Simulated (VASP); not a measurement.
Crystal: Mg.

```
Mg
1.0
     3.20930    0.00000    0.00000
    -1.60465    2.77934    0.00000
     0.00000    0.00000    5.21030
Mg
2
Direct
  0.66667 0.33333 0.75000
  0.33333 0.66667 0.25000
```

* Program: VASP 6.6.1
* Task: relaxation of cell and atoms
* Functional: PBE
* Potentials or basis: VASP PAW PBE potentials, release 64 (Mg)
* Cutoff: 600 eV
* k mesh: 10 × 10 × 5
* Occupations: fermi-dirac, width 0.05 eV
* Spin: no spin polarisation

At the start: pressure -0.5 GPa; volume 23.24 Å³/atom.

Where does the relaxation end?

Over 6 steps the energy falls by 2.9 meV/atom and the volume is 22.93 Å³/atom (-1.3 %); space group P6_3/mmc (No. 194, to 0.05 Å).

The path:
| step | energy change (eV) | largest force (eV/Å) | pressure (GPa) | volume (Å³) |
| --- | --- | --- | --- | --- |
| 1 | 0.0000 | 0.0000 | -0.50 | 46.47 |
| 2 | -0.0028 | 0.0000 | -0.12 | 45.99 |
| 3 | -0.0044 | 0.0000 | 0.44 | 45.33 |
| 4 | -0.0054 | 0.0000 | 0.32 | 45.49 |
| 5 | -0.0054 | 0.0000 | 0.33 | 45.47 |
| 6 | -0.0058 | 0.0000 | 0.02 | 45.85 |

Final structure:
```
Mg
1.0
     3.16386    0.00000    0.00000
    -1.58193    2.73998    0.00000
     0.00000    0.00000    5.28925
Mg
2
Direct
  0.66667 0.33333 0.75000
  0.33333 0.66667 0.25000
```
